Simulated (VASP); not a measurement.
Input of a VASP 6.6.1 run:

File INCAR:

```
PREC = Accurate ; ENCUT = 520
EDIFF = 1E-7 ; ISMEAR = 0
SIGMA = 0.01 ; LREAL = False
LASPH = True ; NELM = 150
ALGO = Normal ; ISIF = 2
LWAVE = False ; LCHARG = False
MAGMOM = 0 0 0 0 0 0 ; LORBIT = 11
LSORBIT = True ; GGA_COMPAT = False
LORBMOM = True ; GGA = PS
NBANDS = 28
```

KPOINTS

```
regular mesh
0
Gamma
  6 6 6
```

The input POSCAR:

```
RbBr
1.0
    0.0000000000      3.4249234702      3.4249234702
    3.4249234702      0.0000000000      3.4249234702
    3.4249234702      3.4249234702      0.0000000000
Rb Br
1 1
Direct
   -0.0014598866     -0.0014598866     -0.0014598866
    0.5000000000      0.5000000000      0.5000000000
```

Potentials or basis: VASP PAW PBE potentials, release 64 (Rb_sv, Br).

Launch:

```bash
$ cat potpaw_PBE.64/Rb_sv/POTCAR potpaw_PBE.64/Br/POTCAR > POTCAR
$ mpirun -np 1 vasp_ncl > vasp.out
```

Question: Predict the pressure.

Answer: 0.0 GPa.

Question: Predict the largest force.

Answer: 0.019 eV/Å.

Forces in eV/Å, atoms in the order of the input:
```
Rb   0.011  0.011  0.011
Br  -0.011 -0.011 -0.011
```

Caveat: the cell differs from its parent crystal (atom 1 moved by [-0.01, -0.01, -0.01] A); the PAW data sets were made with another functional, which shifts forces and pressure a little.
